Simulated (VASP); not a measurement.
Input of a VASP 6.6.1 run:

File INCAR:

```
  PREC = Accurate
  ENCUT = 520
  EDIFF = 1E-6
  ISMEAR = 0
  SIGMA = 0.15
  LREAL = False
  LASPH = True
  NELM = 60
  ALGO = Normal
  ISIF = 2
  LWAVE = False
  LCHARG = False
  GGA = PS
  NBANDS = 23
```

File KPOINTS:

```
regular mesh
0
Gamma
  18 18 10
```

The input POSCAR:

```
HfN
1.0
    3.2215385255      0.0000000000      0.0000000000
   -1.6107692628      2.7899342023      0.0000000000
    0.0000000000      0.0000000000      5.3100718926
Hf N
2 2
Direct
    0.6666666667      0.3333333333      0.7500000000
    0.3333333333      0.6666666667      0.2500000000
    0.0000000000      0.0000000000      0.0000000000
    0.0000000000      0.0000000000      0.5000000000
```

Potentials or basis: VASP PAW PBE potentials, release 64 (Hf_pv, N).

Run with:

```console
$ cat potpaw_PBE.64/Hf_pv/POTCAR potpaw_PBE.64/N/POTCAR > POTCAR
$ mpirun -np 1 vasp_std > vasp.out
```

(1) Estimate the pressure.

(2) Estimate the band gap on the k mesh.

Results:

(1) -13.1 GPa.

(2) zero (bands 15 and 16 overlap by 2.32 eV).

Caveat: the cell differs from its parent crystal (strain +0.030 along x and y, -0.015 along z); the cell stands under tension; the PAW data sets were made with another functional, which shifts forces and pressure a little; spin-orbit coupling is left out, which moves the levels of the heavy elements.
